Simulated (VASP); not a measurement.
Input of a VASP 6.6.1 run:

INCAR

```
SYSTEM = CdS
PREC     = Accurate       ! precision mode
ENCUT    = 520            ! plane-wave cutoff, eV
EDIFF    = 1E-6           ! SCF threshold, eV
ISMEAR   = 0              ! smearing method
SIGMA    = 0.02           ! smearing width, eV
LREAL    = .False.        ! projectors in reciprocal space
LASPH    = .True.         ! aspherical terms in the spheres
NELM     = 80             ! most SCF steps
ALGO     = Normal         ! electronic algorithm
ISIF     = 2              ! what is computed and relaxed
LWAVE    = .False.        ! write WAVECAR
LCHARG   = .False.        ! write CHGCAR
GGA      = PE             ! functional
NBANDS   = 16             ! bands
ISYM     = 0
```

KPOINTS

```
Automatic mesh
0
Gamma
  9 9 10
  0 0 0
```

POSCAR

```
CdS
1.0
    4.0626003664      0.0000000000     -0.0000041998
   -2.0313001832      3.5183151227      0.0000041998
    2.0312965120     -1.1727695881      3.5097557941
Cd S
1 1
Direct
   -0.0040281220      0.0040281220      0.0120849873
    0.7540281220      0.2459718780      0.7379150127
```

Potentials or basis: VASP PAW PBE potentials, release 64 (Cd, S).

Run with:

```console
$ cat potpaw_PBE.64/Cd/POTCAR potpaw_PBE.64/S/POTCAR > POTCAR
$ mpirun -np 1 vasp_std > vasp.out
```

Problem. What does it give for the largest force?

Solution. 0.005 eV/Å.

Problem. Predict the band gap on the k mesh.

Solution. 1.00 eV, direct.

Problem. Predict the pressure.

Solution. 2.3 GPa.

Forces on the atoms (eV/Å):
```
Cd   0.000  0.000  0.005
S    0.000  0.000 -0.005
```

As with any semilocal functional, this PBE gap is likely too small.
